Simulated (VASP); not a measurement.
Crystal: CdS (rocksalt type).

```
Cd S
1.0
     0.00000    2.52285    2.52285
     2.52285    0.00000    2.52285
     2.52285    2.52285    0.00000
Cd S
1 1
Cartesian
  0.0000 0.0000 0.0000
  2.5228 2.5228 2.5228
```

| Property | Result |
| --- | --- |
| Program | VASP 6.6.1 |
| Task | relaxation of cell and atoms |
| Functional | PBE |
| Potentials or basis | VASP PAW PBE potentials, release 64 (Cd, S) |
| Cutoff | 600 eV |
| k mesh | 13 × 13 × 13 |
| Occupations | fermi-dirac, width 0.1 eV |
| Spin | no spin polarisation |

At the start: pressure 34.8 GPa; volume 16.06 Å³/atom.

**Question.** How do energy, volume and symmetry change on relaxing?

**Answer.** Over 17 steps the energy falls by 406.1 meV/atom and the volume is 20.84 Å³/atom (+29.8 %); space group Fm-3m (No. 225, to 0.1 Å) before and after.

Step by step:
| step | energy change (eV) | largest force (eV/Å) | pressure (GPa) | volume (Å³) |
| --- | --- | --- | --- | --- |
| 1 | 0.0000 | 0.0000 | 34.79 | 32.11 |
| 2 | -0.4815 | 0.0000 | -9.20 | 51.20 |
| 3 | -0.8122 | 0.0000 | -0.12 | 41.76 |
| 4 | -0.8121 | 0.0000 | 0.28 | 41.55 |
| 5 | -0.8121 | 0.0000 | 0.27 | 41.55 |
| 6 | -0.8121 | 0.0000 | 0.25 | 41.56 |
| 7 | -0.8121 | 0.0000 | 0.25 | 41.56 |
| 8 | -0.8121 | 0.0000 | 0.25 | 41.56 |
| 9 | -0.8121 | 0.0000 | 0.25 | 41.56 |
| 10 | -0.8121 | 0.0000 | 0.25 | 41.56 |
| 11 | -0.8121 | 0.0000 | 0.25 | 41.56 |
| 12 | -0.8121 | 0.0000 | 0.26 | 41.56 |
| 13 | -0.8121 | 0.0000 | 0.23 | 41.57 |
| 14 | -0.8122 | 0.0000 | 0.22 | 41.58 |
| 15 | -0.8122 | 0.0000 | 0.20 | 41.59 |
| 16 | -0.8122 | 0.0000 | 0.13 | 41.62 |
| 17 | -0.8122 | 0.0000 | 0.03 | 41.69 |

Final structure:
```cif
data_structure
_symmetry_space_group_name_H-M 'P 1'
_symmetry_Int_Tables_number 1
_cell_length_a 3.8920
_cell_length_b 3.8920
_cell_length_c 3.8920
_cell_angle_alpha 60.000
_cell_angle_beta 60.000
_cell_angle_gamma 60.000
_cell_volume 41.69
loop_
_atom_site_label
_atom_site_type_symbol
_atom_site_fract_x
_atom_site_fract_y
_atom_site_fract_z
_atom_site_occupancy
Cd1 Cd 0.00000 0.00000 0.00000 1
S1 S 0.50000 0.50000 0.50000 1
```

Caveat: the volume moved by over 15 % at a fixed basis, so the end points are rough.
